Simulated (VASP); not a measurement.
**ScIn3As2: single point with PBE**

ScIn3As2:

```xyz
6
Lattice="5.7549 0.0000 0.0000 -2.8774 4.9839 0.0000 0.0000 0.0000 5.1912" Properties=species:S:1:pos:R:3 pbc="T T T"
Sc    0.0000    0.0000    0.0000
In    2.8774    0.0000    2.5956
In   -1.4387    2.4919    2.5956
In    1.4387    2.4919    2.5956
As    0.0000    3.3226    0.0000
As    2.8774    1.6613    0.0000
```

The cell was built from a structure type or drawn by symmetry, and may not be a known phase.

```json
{"Program": "VASP 6.6.1", "Task": "single point", "Functional": "PBE", "Potentials or basis": "VASP PAW PBE potentials, release 64 (Sc_sv, In_d, As)", "Cutoff": "520 eV", "k mesh": "6 × 6 × 8", "Occupations": "gaussian, width 0.1 eV", "Spin": "no spin polarisation", "Dipole correction": "no", "Further INCAR settings": "ALGO = Fast; EDIFF = 1e-06; NBANDS = 39"}
```

The pressure is 0.1 GPa and the band gap on the k mesh is zero (bands 30 and 31 overlap by 1.54 eV).

Levels at points of the mesh, in eV from the Fermi level:
```csv
k point,band 28,band 29,band 30,band 31,band 32,band 33
"(0.00, 0.00, 0.00)",-2.12,-0.85,0.16,0.29,0.29,0.55
"(0.50, 0.00, 0.00)",-1.01,-0.81,-0.52,-0.30,0.16,0.82
"(0.00, 0.00, 0.50)",-1.54,-1.54,-0.82,-0.82,0.09,0.66
"(0.50, 0.00, 0.50)",-0.60,-0.50,0.68,0.79,0.88,0.96
```

Run time: 3.8 min on 1 thread of Intel(R) Xeon(R) 6975P-C (Granite Rapids), on a shared host, peak memory 0.41 GiB.

Caveat: spin-orbit coupling is left out, which moves the levels of the heavy elements.
